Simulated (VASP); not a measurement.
Here is a VASP 6.6.1 calculation.

File INCAR:

```
SYSTEM = Li7Sb
PREC = Accurate ; ENCUT = 520
EDIFF = 1E-6 ; ISMEAR = 0
SIGMA = 0.1 ; LREAL = .False.
LASPH = .True. ; NELM = 100
ALGO = Normal ; ISIF = 2
LWAVE = .False. ; LCHARG = .False.
GGA = PE ; NBANDS = 23
```

The input KPOINTS:

```
Automatic mesh
0
Gamma
  4 4 4
  0 0 0
```

The input POSCAR:

```
Li7Sb
1.0
    3.8594845756      0.0000000000      3.8798731302
    3.8811883842      0.0000000000     -3.9646441440
   -3.8703364799      5.5675524345      0.0423855069
Li Sb
7 1
Direct
    0.0000000000      0.0000000000      0.5000000000
    0.5000000000      0.5000000000      0.5000000000
    0.2124441391      0.6361778408      0.7453675129
    0.5329233738      0.1091896721      0.7453675129
    0.7875558609      0.3638221592      0.2546324871
    0.4670766262      0.8908103279      0.2546324871
    1.0000000000      0.5000000000      0.0000000000
    1.0000000000      1.0000000000      1.0000000000
```

Potentials or basis: VASP PAW PBE potentials, release 64 (Li_sv, Sb).

The run is started by

```sh
$ cat potpaw_PBE.64/Li_sv/POTCAR potpaw_PBE.64/Sb/POTCAR > POTCAR
$ mpirun -np 1 vasp_std > vasp.out
```

Question: What does it give for the band gap on the k mesh?

Answer: Zero (band 13 reaches 2.19 eV, above the bottom of band 14 at 1.62 eV).

Question: Predict the largest force.

Answer: 0.024 eV/Å.

Forces in eV/Å, atoms in the order of the input:
```
Li   0.000  0.000  0.000
Li   0.000  0.000  0.000
Li   0.007 -0.014 -0.018
Li  -0.007 -0.014  0.018
Li  -0.007  0.014  0.018
Li   0.007  0.014 -0.018
Li   0.000  0.000  0.000
Sb   0.000  0.000  0.000
```

Caveat: spin-orbit coupling is left out, which moves the levels of the heavy elements.
